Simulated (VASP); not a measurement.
Set up this calculation in VASP 6.6.1, as the native input.

| Item | Value |
| --- | --- |
| Task | single point |
| Functional | LDA |
| Potentials or basis | VASP PAW LDA potentials, release 64 (Mo_sv) |
| Cutoff | 520 eV |
| k mesh | 10 × 10 × 10 |
| Occupations | fermi-dirac, width 0.1 eV |
| Spin | no spin polarisation |
| Dipole correction | no |
| Further INCAR settings | ALGO = Normal; EDIFF = 1e-06; NBANDS = 13 |

The structure of Mo lies in POSCAR:

```
Mo
1.0
   -1.5838090000      1.5838090000      1.5838090000
    1.5838090000     -1.5838090000      1.5838090000
    1.5838090000      1.5838090000     -1.5838090000
Mo
1
Direct
    0.0000000000      0.0000000000      0.0000000000
```

The input as run:

INCAR

```
SYSTEM = Mo
PREC = Accurate
ENCUT = 520
EDIFF = 1E-6
ISMEAR = -1
SIGMA = 0.1
LREAL = .FALSE.
LASPH = .TRUE.
NELM = 100
ALGO = Normal
ISIF = 2
LWAVE = .FALSE.
LCHARG = .FALSE.
NBANDS = 13
```

KPOINTS

```
regular mesh
0
G
  10 10 10
  0 0 0
```

Potentials or basis: VASP PAW LDA potentials, release 64 (Mo_sv).

Launch:

```console
$ cat potpaw_LDA.64/Mo_sv/POTCAR > POTCAR
$ mpirun -np 1 vasp_std > vasp.out
```

Results of the run:

The pressure is -13.1 GPa and the band gap on the k mesh is zero (band 7 reaches 16.13 eV, above the bottom of band 8 at 10.86 eV).

Wall time 3 s on 1 thread of Intel(R) Xeon(R) 6975P-C (Granite Rapids), on a shared host, peak memory 0.12 GiB.
